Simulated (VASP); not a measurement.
Here is a VASP 6.6.1 calculation.

Contents of POSCAR:

```
NbCd3
1.0
    4.2150000000      0.0000000000      0.0000000000
    0.0000000000      4.2150000000      0.0000000000
    0.0000000000      0.0000000000      4.2150000000
Nb Cd
1 3
Direct
    0.0000000000      0.0000000000      0.0000000000
    0.0000000000      0.5000000000      0.5000000000
    0.5000000000      0.0000000000      0.5000000000
    0.5000000000      0.5000000000      0.0000000000
```

Contents of INCAR.step1:

```
SYSTEM = NbCd3
PREC = Accurate
ENCUT = 520
ISMEAR = -1
SIGMA = 0.05
LREAL = .FALSE.
LASPH = .TRUE.
NELM = 100
NBANDS = 32
GGA = PE
ALGO = Normal
EDIFF = 1E-4
LWAVE = .TRUE.
LCHARG = .FALSE.
```

File INCAR.step2:

```
SYSTEM = NbCd3
PREC = Accurate
ENCUT = 520
EDIFF = 1E-8
ISMEAR = -1
SIGMA = 0.05
LREAL = .FALSE.
LASPH = .TRUE.
NELM = 100
ALGO = Normal
ISIF = 2
LWAVE = .FALSE.
LCHARG = .FALSE.
METAGGA = R2SCAN
LMIXTAU = .TRUE.
LEFG = .TRUE.
NBANDS = 32
ISTART = 1
```

File KPOINTS:

```
regular mesh
0
G
  8 8 8
  0 0 0
```

Potentials or basis: VASP PAW PBE potentials, release 64 (Nb_sv, Cd).

Launch:

```bash
$ cat potpaw_PBE.64/Nb_sv/POTCAR potpaw_PBE.64/Cd/POTCAR > POTCAR
$ cp INCAR.step1 INCAR
$ mpirun -np 1 vasp_std > vasp.out
$ cp INCAR.step2 INCAR
$ mpirun -np 1 vasp_std > vasp.out
```

Estimate the pressure.

5.3 GPa.

What does it give for the band gap on the k mesh?

Zero (an odd number of electrons rules out a gap without spin polarisation).

Electric field gradients, principal values (V/Å²):
| atom | least | middle | greatest (by size) |
| --- | --- | --- | --- |
| 1 Nb | 0.000 | 0.000 | 0.000 |
| 2 Cd | -59.632 | -59.632 | 119.265 |
| 3 Cd | -59.632 | -59.632 | 119.265 |
| 4 Cd | -59.632 | -59.632 | 119.265 |

Caveat: the cell stands under pressure; without QUAD_EFG the Cq values of the log hold for a quadrupole moment of 1 mb, not for the nuclei; the PAW data sets were made with another functional, which shifts forces and pressure a little.
